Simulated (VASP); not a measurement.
# SiO2 (Pmma) in VASP: a series of runs, part 2 of 2

VASP 6.6.1.

## 3. Single point, r2SCAN (19.34 Å³/atom)

This run uses another cell than the first one, of 19.34 Å³/atom.

Input file POSCAR:

```
SiO2
1.0
    5.3847605336      0.0000000000      0.0000000000
    0.0000000000      7.8591329338      0.0000000000
    0.0000000000      0.0000000000      8.2260555804
Si O
6 12
Direct
    0.2500000000      0.2007343250      0.1083622646
    0.7500000000      0.7992656750      0.8916377354
    0.7500000000      0.2007343250      0.8916377354
    0.2500000000      0.7992656750      0.1083622646
    0.2500000000      0.5000000000      0.3832376954
    0.7500000000      0.5000000000      0.6167623046
    0.0000000000      0.2350019910      0.0000000000
    0.5000000000      0.7649980090      0.0000000000
    0.0000000000      0.7649980090      0.0000000000
    0.5000000000      0.2350019910      0.0000000000
    0.2500000000      0.0000000000      0.1646521811
    0.7500000000      0.0000000000      0.8353478189
    0.2500000000      0.3303604266      0.2649504820
    0.7500000000      0.6696395734      0.7350495180
    0.7500000000      0.3303604266      0.7350495180
    0.2500000000      0.6696395734      0.2649504820
    0.5000000000      0.5000000000      0.5000000000
    0.0000000000      0.5000000000      0.5000000000
```

Input file INCAR.step1:

```
SYSTEM = SiO2
PREC = Accurate ; ENCUT = 520
ISMEAR = 0 ; SIGMA = 0.02
LREAL = Auto ; LASPH = .True.
NELM = 80 ; NBANDS = 63
GGA = PE ; ALGO = Normal
EDIFF = 1E-4 ; LWAVE = .True.
LCHARG = .False.
```

Input file INCAR.step2:

```
SYSTEM = SiO2
PREC = Accurate ; ENCUT = 520
EDIFF = 1E-6 ; ISMEAR = 0
SIGMA = 0.02 ; LREAL = Auto
LASPH = .True. ; NELM = 80
ALGO = Normal ; ISIF = 2
LWAVE = .False. ; LCHARG = .True.
METAGGA = R2SCAN ; LMIXTAU = .True.
LELF = .True. ; LVHAR = .True.
NBANDS = 63 ; ISTART = 1
```

Input file KPOINTS:

```
regular mesh
0
Gamma
  4 4 4
  0 0 0
```

Potentials or basis: VASP PAW PBE potentials, release 64 (Si, O).

The run is started by

```sh
$ cat potpaw_PBE.64/Si/POTCAR potpaw_PBE.64/O/POTCAR > POTCAR
$ cp INCAR.step1 INCAR
$ mpirun -np 1 vasp_std > vasp.out
$ cp INCAR.step2 INCAR
$ mpirun -np 1 vasp_std > vasp.out
```

OUTCAR:

```text
SYSTEM = SiO2
   PREC = Accurate
   ENCUT = 520
   EDIFF = 1E-6
   ISMEAR = 0
   LREAL = Auto
   LASPH = .True.
   NELM = 80
   ISIF = 2
   METAGGA = R2SCAN
   ISTART = 1

 ion  position               nearest neighbor table
   1  0.250  0.201  0.108-   7 1.64  10 1.64  13 1.64  11 1.64
   2  0.750  0.799  0.892-   8 1.64   9 1.64  14 1.64  12 1.64
   3  0.750  0.201  0.892-   7 1.64  10 1.64  15 1.64  12 1.64
   4  0.250  0.799  0.108-   8 1.64   9 1.64  16 1.64  11 1.64
   5  0.250  0.500  0.383-  13 1.65  16 1.65  17 1.65  18 1.65
   6  0.750  0.500  0.617-  14 1.65  15 1.65  17 1.65  18 1.65
   7  0.000  0.235  0.000-   1 1.64   3 1.64
   8  0.500  0.765  0.000-   2 1.64   4 1.64
   9  0.000  0.765  0.000-   2 1.64   4 1.64
  10  0.500  0.235  0.000-   1 1.64   3 1.64
[... 1759 lines left out ...]
  external PRESSURE =     -89.6469637 kB  Pullay stress =       0.0000000 kB

 VOLUME and BASIS-vectors are now :
 -----------------------------------------------------------------------------
  energy-cutoff  :      520.00
  volume of cell :      348.12
      direct lattice vectors                 reciprocal lattice vectors
     5.384760534  0.000000000  0.000000000     0.185709280  0.000000000  0.000000000
     0.000000000  7.859132934  0.000000000     0.000000000  0.127240499  0.000000000
     0.000000000  0.000000000  8.226055580     0.000000000  0.000000000  0.121564946

 POSITION                                       TOTAL-FORCE (eV/Angst)
 -----------------------------------------------------------------------------------
      1.34619      1.57760      0.89139         0.000000      0.029259      0.030400
      4.03857      6.28154      7.33466         0.000000     -0.029259     -0.030400
      4.03857      1.57760      7.33466         0.000000      0.029259     -0.030400
      1.34619      6.28154      0.89139         0.000000     -0.029259      0.030400
      1.34619      3.92957      3.15253        -0.000000      0.000000      0.021043
      4.03857      3.92957      5.07352         0.000000      0.000000     -0.021043
[... 10 lines left out ...]
      2.69238      3.92957      4.11303         0.000000      0.000000      0.000000
      0.00000      3.92957      4.11303         0.000000      0.000000      0.000000
 -----------------------------------------------------------------------------------
    total drift:                                0.000000      0.000000     -0.000000

  FREE ENERGIE OF THE ION-ELECTRON SYSTEM (eV)
  ---------------------------------------------------
  free  energy   TOTEN  =      -177.7293896306 eV

  energy  without entropy=     -177.7293896306  energy(sigma->0) =     -177.72938963
```

OUTCAR.step1:

```text
SYSTEM = SiO2
   PREC = Accurate
   ENCUT = 520
   ISMEAR = 0
   LREAL = Auto
   LASPH = .True.
   NELM = 80
   GGA = PE
[... 1790 lines left out ...]
      4.03857      3.92957      5.07352         0.000000     -0.000000     -0.031797
[... 10 lines left out ...]
      2.69238      3.92957      4.11303         0.000000      0.000000      0.000000
      0.00000      3.92957      4.11303         0.000000      0.000000      0.000000
 -----------------------------------------------------------------------------------
    total drift:                                0.000000      0.000000     -0.000000

  FREE ENERGIE OF THE ION-ELECTRON SYSTEM (eV)
  ---------------------------------------------------
  free  energy   TOTEN  =      -141.8715154463 eV

  energy  without entropy=     -141.8715154463  energy(sigma->0) =     -141.87151545
```

Wall time 39 min (1 thread of Oxide Virtual Turin-like, shared host); peak memory 0.61 GiB.

Results:

```
Free energy            : -177.7294 eV
Pressure               : -9.0 GPa
Largest force          : 0.042 eV/Å
Band gap on the k mesh : 5.88 eV
```

Forces on the atoms (eV/Å):
```
Si   0.000  0.029  0.030
Si   0.000 -0.029 -0.030
Si   0.000  0.029 -0.030
Si   0.000 -0.029  0.030
Si   0.000  0.000  0.021
Si   0.000  0.000 -0.021
O    0.000 -0.007  0.000
O    0.000  0.007  0.000
O    0.000  0.007  0.000
O    0.000 -0.007  0.000
O    0.000  0.000 -0.002
O    0.000  0.000  0.002
O    0.000  0.001 -0.008
O    0.000 -0.001  0.008
O    0.000  0.001  0.008
O    0.000 -0.001 -0.008
O    0.000  0.000  0.000
O    0.000  0.000  0.000
```

Levels at points of the mesh, in eV from the valence-band top:
```
           k point  band 45  band 46  band 47  band 48  band 49  band 50  band 51  band 52
(0.00, 0.00, 0.00)    -0.50    -0.31    -0.21     0.00     5.88     8.27     8.48     8.71
(0.50, 0.00, 0.00)    -0.49    -0.49    -0.35    -0.35     7.69     7.69     9.08     9.08
(0.00, 0.50, 0.00)    -0.20    -0.14    -0.03    -0.01     6.70     6.94     8.62     8.97
(0.50, 0.50, 0.00)    -0.60    -0.60    -0.14    -0.14     8.28     8.28     8.35     8.35
(0.00, 0.00, 0.50)    -0.45    -0.29    -0.06    -0.01     6.62     6.90     8.63     8.69
(0.50, 0.00, 0.50)    -0.56    -0.56    -0.36    -0.36     7.85     7.85     8.52     8.52
(0.00, 0.50, 0.50)    -0.26    -0.24    -0.12    -0.01     7.22     7.23     7.67     7.93
(0.50, 0.50, 0.50)    -0.85    -0.85    -0.07    -0.07     8.41     8.41     8.80     8.80
```

Caveat: the cell stands under tension; the PAW data sets were made with another functional, which shifts forces and pressure a little. A k mesh can miss the band edges.
